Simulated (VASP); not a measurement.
Write the native input for VASP 6.6.1 that does the following.

| Property | Result |
| --- | --- |
| Task | single point |
| Functional | PBEsol |
| Potentials or basis | VASP PAW PBE potentials, release 64 (Sr_sv, O) |
| Cutoff | 520 eV |
| k mesh | 8 × 8 × 10 |
| Occupations | gaussian, width 0.05 eV |
| Spin | no spin polarisation |
| Dipole correction | no |
| Further INCAR settings | ALGO = Normal; EDIFF = 1e-06; NBANDS = 24 |

The structure of SrO lies in POSCAR:

```
SrO
1.0
    4.3916014261      0.0000000000      0.0000000000
    0.0000000000      4.3916014261      0.0000000000
    0.0000000000      0.0000000000      3.4113771288
Sr O
2 2
Direct
    0.5000000000      0.0000000000      0.2992406765
    0.0000000000      0.5000000000      0.7007593235
    0.0182165894      0.0000000000      0.0000000000
    0.5000000000      0.5000000000      0.0000000000
```

This cell differs from its parent crystal: atom 3 (O) moved 0.08 Å along x.

One way to write it, as run:

INCAR

```
  PREC = Accurate
  ENCUT = 520
  EDIFF = 1E-6
  ISMEAR = 0
  SIGMA = 0.05
  LREAL = False
  LASPH = True
  NELM = 100
  ALGO = Normal
  ISIF = 2
  LWAVE = False
  LCHARG = True
  GGA = PS
  LELF = True
  LVHAR = True
  NBANDS = 24
```

KPOINTS

```
Automatic mesh
0
Gamma
  8 8 10
```

Potentials or basis: VASP PAW PBE potentials, release 64 (Sr_sv, O).

Launch:

```console
$ cat potpaw_PBE.64/Sr_sv/POTCAR potpaw_PBE.64/O/POTCAR > POTCAR
$ mpirun -np 1 vasp_std > vasp.out
```

It gave:

```yaml
Pressure: 1.0 GPa
Largest_force: 0.504 eV/Å
Band_gap_on_the_k_mesh: 3.13 eV (least direct gap 3.19 eV)
```

Caveat: the cell differs from its parent crystal (atom 3 (O) moved 0.08 Å along x); the PAW data sets were made with another functional, which shifts forces and pressure a little.

It took 4.9 min on 1 thread of Oxide Virtual Turin-like Processor (shared host), peak memory 0.36 GiB.
